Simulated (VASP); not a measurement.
# BeZn2O3 (P6_3mc) in VASP: single point with PBE

Aim: the single point of BeZn2O3 with PBE.

Program: VASP 6.6.1. These are calculated values, not measurements. Logs are shortened: lines on timing, memory, paths and dates and some standing lists are left out, and cuts for length are marked.

### 1 The cell of the first run

The structure is hexagonal, space group P6_3mc (No. 186). Conventional cell: a = 3.076 Å, b = 3.076 Å, c = 15.361 Å, α = 90.00°, β = 90.00°, γ = 120.00°. Within 2.1 Å of Be (site symmetry 3m) lie 4 O at 1.59 to 1.85 Å. Within 2.6 Å of Zn (site symmetry 3m) lie 4 O at 1.95 to 1.96 Å. Within 2.6 Å of Zn (site symmetry 3m) lie 4 O at 1.96 to 1.97 Å. O (site symmetry 3m) has 1 Be at 1.59 Å and 3 Zn at 1.95 Å within 2.1 Å. Within 2.6 Å of O (site symmetry 3m) lie 4 Zn at 1.96 Å. O (site symmetry 3m) has 3 Be at 1.85 Å and 1 Zn at 1.97 Å within 2.5 Å.

### 2 Single point, PBE

The input, INCAR:

```
PREC = Accurate
ENCUT = 600
EDIFF = 1E-6
ISMEAR = 0
SIGMA = 0.15
LREAL = F
LASPH = T
NELM = 120
ALGO = Normal
ISIF = 2
LWAVE = F
LCHARG = T
GGA = PE
LELF = T
LVHAR = T
NBANDS = 56
GGA_COMPAT = F
```

The input, KPOINTS:

```
regular mesh
0
Gamma
  4 4 1
```

The input, POSCAR:

```
BeZn2O3
1.0
    3.0755808169      0.0000000000      0.0000000000
   -1.5377904084      2.6635311188      0.0000000000
    0.0000000000      0.0000000000     15.3611074476
Be Zn O
2 4 6
Direct
    0.3333333333      0.6666666667      0.0042146628
    0.6666666667      0.3333333333      0.5042146628
    0.3333333333      0.6666666667      0.6609462084
    0.6666666667      0.3333333333      0.8426755492
    0.3333333333      0.6666666667      0.3426755492
    0.6666666667      0.3333333333      0.1609462084
    0.3333333333      0.6666666667      0.1077713397
    0.3333333333      0.6666666667      0.7882768462
    0.6666666667      0.3333333333      0.9711153937
    0.6666666667      0.3333333333      0.6077713397
    0.3333333333      0.6666666667      0.4711153937
    0.6666666667      0.3333333333      0.2882768462
```

Potentials or basis: VASP PAW PBE potentials, release 64 (Be, Zn, O).

The run is started by

```bash
> cat potpaw_PBE.64/Be/POTCAR potpaw_PBE.64/Zn/POTCAR potpaw_PBE.64/O/POTCAR > POTCAR
> mpirun -np 1 vasp_std > vasp.out
```

OUTCAR:

```text
PREC = Accurate
   ENCUT = 600
   EDIFF = 1E-6
   ISMEAR = 0
   LREAL = F
   LASPH = T
   NELM = 120
   ISIF = 2
   GGA = PE

 ion  position               nearest neighbor table
   1  0.333  0.667  0.004-   7 1.59   9 1.85   9 1.85   9 1.85
   2  0.667  0.333  0.504-  10 1.59  11 1.85  11 1.85  11 1.85
   3  0.333  0.667  0.661-  10 1.95  10 1.95  10 1.95   8 1.96
   4  0.667  0.333  0.843-   8 1.96   8 1.96   8 1.96   9 1.97
   5  0.333  0.667  0.343-  12 1.96  12 1.96  12 1.96  11 1.97
   6  0.667  0.333  0.161-   7 1.95   7 1.95   7 1.95  12 1.96
   7  0.333  0.667  0.108-   1 1.59   6 1.95   6 1.95   6 1.95
   8  0.333  0.667  0.788-   3 1.96   4 1.96   4 1.96   4 1.96
   9  0.667  0.333  0.971-   1 1.85   1 1.85   1 1.85   4 1.97
  10  0.667  0.333  0.608-   2 1.59   3 1.95   3 1.95   3 1.95
  11  0.333  0.667  0.471-   2 1.85   2 1.85   2 1.85   5 1.97
  12  0.667  0.333  0.288-   6 1.96   5 1.96   5 1.96   5 1.96

  LATTYP: Found a hexagonal cell.
 ALAT       =     3.0755808169
 C/A-ratio  =     4.9945387106

  Lattice vectors:

 A1 = (   3.0755808169,   0.0000000000,   0.0000000000)
 A2 = (  -1.5377904084,   2.6635311188,   0.0000000000)
 A3 = (   0.0000000000,   0.0000000000,  15.3611074476)

Analysis of symmetry for initial positions (statically):
=====================================================================
 Subroutine PRICEL returns:
 Original cell was already a primitive cell.

 Routine SETGRP: Setting up the symmetry group for a
 hexagonal supercell.

 Subroutine GETGRP returns: Found 12 space group operations
 (whereof  6 operations were pure point group operations)
 out of a pool of 24 trial point group operations.

The static configuration has the point symmetry C_3v.
 The point group associated with its full space group is C_6v.

Analysis of symmetry for dynamics (positions and initial velocities):
=====================================================================
 Subroutine PRICEL returns:
 Original cell was already a primitive cell.

 Routine SETGRP: Setting up the symmetry group for a
 hexagonal supercell.

 Subroutine GETGRP returns: Found 12 space group operations
 (whereof  6 operations were pure point group operations)
 out of a pool of 24 trial point group operations.

The dynamic configuration has the point symmetry C_3v.
 The point group associated with its full space group is C_6v.

 Subroutine INISYM returns: Found 12 space group operations
 (whereof  6 operations are pure point group operations),
 and found     1 'primitive' translations

----------------------------------------------------------------------------------------

                                     Primitive cell

  volume of cell :     125.8367

  direct lattice vectors                    reciprocal lattice vectors
     3.075580817  0.000000000  0.000000000     0.325141838  0.187720728  0.000000000
    -1.537790408  2.663531119  0.000000000     0.000000000  0.375441455  0.000000000
     0.000000000  0.000000000 15.361107448     0.000000000  0.000000000  0.065099473

  length of vectors
     3.075580817  3.075580817 15.361107448     0.375441455  0.375441455  0.065099473

  position of ions in fractional coordinates (direct lattice)
     0.333333333  0.666666667  0.004214663
     0.666666667  0.333333333  0.504214663
     0.333333333  0.666666667  0.660946208
     0.666666667  0.333333333  0.842675549
     0.333333333  0.666666667  0.342675549
     0.666666667  0.333333333  0.160946208
     0.333333333  0.666666667  0.107771340
     0.333333333  0.666666667  0.788276846
     0.666666667  0.333333333  0.971115394
     0.666666667  0.333333333  0.607771340
     0.333333333  0.666666667  0.471115394
     0.666666667  0.333333333  0.288276846

  ion indices of the primitive-cell ions
   primitive index   ion index
                 1           1
                 2           2
                 3           3
                 4           4
                 5           5
                 6           6
                 7           7
                 8           8
                 9           9
                10          10
                11          11
                12          12

----------------------------------------------------------------------------------------

 KPOINTS: regular mesh

Automatic generation of k-mesh.
 Grid dimensions read from file:
 generate k-points for:    4    4    1

 Generating k-lattice:

  Cartesian coordinates                     Fractional coordinates (reciprocal lattice)
     0.081285460  0.046930182  0.000000000     0.250000000 -0.000000000  0.000000000
     0.000000000  0.093860364  0.000000000     0.000000000  0.250000000  0.000000000
     0.000000000  0.000000000  0.065099473     0.000000000  0.000000000  1.000000000

  Length of vectors
     0.093860364  0.093860364  0.065099473

  Shift w.r.t. Gamma in fractional coordinates (k-lattice)
     0.000000000  0.000000000  0.000000000

 Subroutine IBZKPT returns following result:
 ===========================================

 Found      4 irreducible k-points:

 Following reciprocal coordinates:
            Coordinates               Weight
  0.000000  0.000000  0.000000      1.000000
  0.250000 -0.000000  0.000000      6.000000
  0.500000 -0.000000  0.000000      3.000000
  0.250000  0.250000  0.000000      6.000000
   k-points           NKPTS =      4   k-points in BZ     NKDIM =      4   number of bands    NBANDS=     56
   number of dos      NEDOS =    301   number of ions     NIONS =     12
   total plane-waves  NPLWV =  98784
   dimension x,y,z NGX =    28 NGY =   28 NGZ =  126
   dimension x,y,z NGXF=    56 NGYF=   56 NGZF=  252
   ions per type =               2   4   6
   NGX,Y,Z   is equivalent  to a cutoff of  15.13, 15.13, 13.64 a.u.
   NGXF,Y,Z  is equivalent  to a cutoff of  30.27, 30.27, 27.27 a.u.
 SYSTEM =  unknown system
   PREC   = accura    normal or accurate (medium, high low for compatibility)
   ISTART =      0    job   : 0-new  1-cont  2-samecut
   ICHARG =      2    charge: 1-file 2-atom 10-const
   ISPIN  =      1    spin polarized calculation?
   LNONCOLLINEAR =      F non collinear calculations
   LSORBIT =      F    spin-orbit coupling
   LASPH  =      T    aspherical Exc in radial PAW
   ENCUT  =  600.0 eV  44.10 Ry    6.64 a.u.   6.14  6.14 30.68*2*pi/ulx,y,z
   NELM   =    120;   NELMIN=  2; NELMDL= -5     # of ELM steps
   EDIFF  = 0.1E-05   stopping-criterion for ELM
   LREAL  =      F    real-space projection
   EDIFFG = 0.1E-04   stopping-criterion for IOM
   NSW    =      0    number of steps for IOM
   IBRION =     -1    ionic relax: 0-MD 1-quasi-New 2-CG
   NFREE  =      0    steps in history (QN), initial steepest desc. (CG)
   ISIF   =      2    stress and relaxation
   ISYM   =      2    0-nonsym 1-usesym 2-fastsym
   POTIM  = 0.5000    time-step for ionic-motion
   TEBEG  =    0.0;   TEEND  =   0.0 temperature during run
   PSTRESS=    0.0 pullay stress
   NELECT =      88.0000    total number of electrons
   NUPDOWN=      -1.0000    fix difference up-down
   EMIN   =  10.00;   EMAX   =-10.00  energy-range for DOS
   EFERMI =   0.00;   METHOD = LEGACY
   ISMEAR =     0;   SIGMA  =   0.15  broadening in eV -4-tet -1-fermi 0-gaus
   EFERMI_NEDOS =   21; number of points for ismear=-14 and -15
   IALGO  =     38    algorithm
   IMIX   =      4    mixing-type and parameters
     AMIX     =   0.40;   BMIX     =  1.00
     AMIX_MAG =   1.60;   BMIX_MAG =  1.00
  volume/ion in A,a.u.               =      10.49        70.77
  Fermi-wavevector in a.u.,A,eV,Ry     =   1.453115  2.745989 28.729279  2.111542
  Thomas-Fermi vector in A             =   2.570419
   LORBIT       =      0    0 simple, 1 ext, 2 COOP (PROOUT), +10 PAW based schemes
   GGA     = PE    functional components
   LHFCALC =     F    Hartree Fock is set to
   AEXX    =    0.0000 exact exchange contribution
   IVDW    =     0    specifies the selected vdW correction
   LEPSILON=     F    determine dielectric tensor
   LRPA    =     F    only Hartree local field effects (RPA)
 non-spin polarized calculation
 Gauss-broadening in eV      SIGMA  =   0.15
  energy-cutoff  :      600.00
  volume of cell :      125.84
 maximum number of plane-waves:      4232
 NGX is ok and might be reduce to    28
   NGX = 13   NGY = 13   NGZ = 61

 number of electron      88.0000014 magnetization

 Free energy of the ion-electron system (eV)
  ---------------------------------------------------
  ext. energy  EPLUGINS =         0.00000000
  ---------------------------------------------------
  free energy    TOTEN  =       -62.38024499 eV

  energy without entropy =      -62.38024499  energy(sigma->0) =      -62.38024499

 E-fermi :   2.5863     XC(G=0): -10.9088

 val. band max:        1.8613170088   @ k =   0.0000   0.0000   0.0000
 cond. band min:       3.4126776416   @ k =   0.0000   0.0000   0.0000
 fundamental gap:      1.5513606328
 Fermi energy:         2.5862902822

 k-point     1 :       0.0000    0.0000    0.0000
  band No.  band energies     occupation
      1     -16.5389      2.00000
      2     -16.4615      2.00000
      3     -16.1266      2.00000
      4     -15.9662      2.00000
      5     -15.4940      2.00000
      6     -15.4080      2.00000
[... 48 lines left out ...]
     55      13.1910      0.00000
     56      13.1968      0.00000

 k-point     2 :       0.2500   -0.0000    0.0000
  band No.  band energies     occupation
      1     -16.1573      2.00000
      2     -16.1057      2.00000
      3     -15.8048      2.00000
      4     -15.7031      2.00000
      5     -15.3051      2.00000
      6     -15.2546      2.00000
[... 48 lines left out ...]
     55      12.3644      0.00000
     56      12.9344      0.00000

 k-point     3 :       0.5000   -0.0000    0.0000
  band No.  band energies     occupation
      1     -15.6834      2.00000
      2     -15.6734      2.00000
      3     -15.4486      2.00000
      4     -15.4345      2.00000
      5     -15.1504      2.00000
      6     -15.1471      2.00000
[... 48 lines left out ...]
     55      12.1724      0.00000
     56      12.6602      0.00000

 k-point     4 :       0.2500    0.2500    0.0000
  band No.  band energies     occupation
      1     -15.6978      2.00000
      2     -15.6856      2.00000
      3     -15.4548      2.00000
      4     -15.4366      2.00000
      5     -15.1427      2.00000
      6     -15.1374      2.00000
[... 48 lines left out ...]
     55      11.3127      0.00000
     56      11.5645      0.00000

------------------------ aborting loop because EDIFF is reached ----------------------------------------

  FORCE on cell =-STRESS in cart. coord.  units (eV):
  Direction    XX          YY          ZZ          XY          YZ          ZX
  --------------------------------------------------------------------------------------
  -------------------------------------------------------------------------------------
  Total        0.7715035      0.7715035      1.0016392      0.0000000      0.0000000     -0.0000000
  in kB        9.8229294      9.8229294     12.7530615      0.0000000      0.0000000     -0.0000000
  external PRESSURE =      10.7996401 kB  Pullay stress =       0.0000000 kB

 VOLUME and BASIS-vectors are now :
 -----------------------------------------------------------------------------
  energy-cutoff  :      600.00
  volume of cell :      125.84
      direct lattice vectors                 reciprocal lattice vectors
     3.075580817  0.000000000  0.000000000     0.325141838  0.187720728  0.000000000
    -1.537790408  2.663531119  0.000000000     0.000000000  0.375441455  0.000000000
     0.000000000  0.000000000 15.361107448     0.000000000  0.000000000  0.065099473

 POSITION                                       TOTAL-FORCE (eV/Angst)
 -----------------------------------------------------------------------------------
     -0.00000      1.77569      0.06474         0.000000      0.000000     -0.017613
      1.53779      0.88784      7.74530         0.000000      0.000000     -0.017613
     -0.00000      1.77569     10.15287        -0.000000      0.000000      0.062457
      1.53779      0.88784     12.94443         0.000000     -0.000000      0.020309
     -0.00000      1.77569      5.26388        -0.000000      0.000000      0.020309
      1.53779      0.88784      2.47231         0.000000     -0.000000      0.062457
     -0.00000      1.77569      1.65549        -0.000000      0.000000     -0.097190
     -0.00000      1.77569     12.10881        -0.000000     -0.000000     -0.032570
      1.53779      0.88784     14.91741        -0.000000      0.000000      0.064608
      1.53779      0.88784      9.33604         0.000000     -0.000000     -0.097190
     -0.00000      1.77569      7.23685         0.000000     -0.000000      0.064608
      1.53779      0.88784      4.42825         0.000000      0.000000     -0.032570
 -----------------------------------------------------------------------------------
    total drift:                               -0.000000      0.000000      0.001383

  FREE ENERGIE OF THE ION-ELECTRON SYSTEM (eV)
  ---------------------------------------------------
  free  energy   TOTEN  =       -62.3802449950 eV

  energy  without entropy=      -62.3802449950  energy(sigma->0) =      -62.38024499
```

It took 34 s on 1 thread of Intel Xeon 6975P-C (Granite Rapids), shared host; peak memory 0.3 GiB.

What came out:

| Quantity | Value |
| --- | --- |
| Free energy | -62.3802 eV |
| Pressure | 1.1 GPa |
| Largest force | 0.097 eV/Å |
| Band gap on the k mesh | 1.55 eV, direct |

Forces in eV/Å, atoms in the order of the input:
```
Be   0.000  0.000 -0.018
Be   0.000  0.000 -0.018
Zn   0.000  0.000  0.062
Zn   0.000  0.000  0.020
Zn   0.000  0.000  0.020
Zn   0.000  0.000  0.062
O    0.000  0.000 -0.097
O    0.000  0.000 -0.033
O    0.000  0.000  0.065
O    0.000  0.000 -0.097
O    0.000  0.000  0.065
O    0.000  0.000 -0.033
```

Stress tensor (GPa, compression positive):
```
0.98 0.00 0.00
0.00 0.98 0.00
0.00 0.00 1.28
```

Levels at points of the mesh, in eV from the valence-band top:
```tsv
k point	band 40	band 41	band 42	band 43	band 44	band 45	band 46	band 47	band 48	band 49
(0.00, 0.00, 0.00)	-0.38	-0.08	-0.08	0.00	0.00	1.55	2.61	3.72	5.01	5.77
(0.50, 0.00, 0.00)	-1.64	-1.27	-1.21	-0.90	-0.66	5.33	5.90	6.03	6.37	6.88
```

Caveat: the k points lie up to 0.59 Å⁻¹ apart.
